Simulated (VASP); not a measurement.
A run of VASP 6.6.1:

Contents of INCAR:

```
SYSTEM = As
  ALGO = Normal
  EDIFF = 1E-6
  ENCUT = 520
  GGA = PE
  ISIF = 2
  ISMEAR = -1
  LASPH = .TRUE.
  LCHARG = .FALSE.
  LREAL = .FALSE.
  LWAVE = .FALSE.
  NBANDS = 8
  NELM = 60
  PREC = Accurate
  SIGMA = 0.1
```

KPOINTS

```
k-points
0
G
  15 15 15
  0 0 0
```

The input POSCAR:

```
As
1.0
   -1.7258329717      1.7258329717      1.7258329717
    1.7258329717     -1.7258329717      1.7258329717
    1.7258329717      1.7258329717     -1.7258329717
As
1
Direct
    0.0000000000      0.0000000000      0.0000000000
```

Potentials or basis: VASP PAW PBE potentials, release 64 (As).

Command:

```console
$ cat potpaw_PBE.64/As/POTCAR > POTCAR
$ mpirun -np 1 vasp_std > vasp.out
```

Hardware: 1 thread of Intel Xeon 6975P-C (shared host).

**Question.** Estimate the wall time of this run.

**Answer.** It took 5.2 s on 1 thread of Intel Xeon 6975P-C (shared host), peak memory 0.14 GiB. Counts: scf iterations 9, k points 120.
